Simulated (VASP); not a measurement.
Here is a VASP 6.6.1 calculation.

Contents of INCAR:

```
SYSTEM = Cs
ALGO = Normal
EDIFF = 1E-6
ENCUT = 520
GGA = RP
ISIF = 2
ISMEAR = -1
LASPH = .TRUE.
LCHARG = .FALSE.
LREAL = .FALSE.
LWAVE = .FALSE.
NBANDS = 10
NELM = 60
PREC = Accurate
SIGMA = 0.05
```

File KPOINTS:

```
k-points
0
G
  6 6 6
  0 0 0
```

POSCAR

```
Cs
1.0
   -3.2040508027      3.2040508027      3.2040508027
    3.2040508027     -3.2040508027      3.2040508027
    3.2040508027      3.2040508027     -3.2040508027
Cs
1
Direct
    0.0000000000      0.0000000000      0.0000000000
```

Potentials or basis: VASP PAW PBE potentials, release 64 (Cs_sv).

The run is started by

```sh
$ cat potpaw_PBE.64/Cs_sv/POTCAR > POTCAR
$ mpirun -np 1 vasp_std > vasp.out
```

Task: Estimate the pressure.

Result: 0.0 GPa.

Caveat: the PAW data sets were made with another functional, which shifts forces and pressure a little.
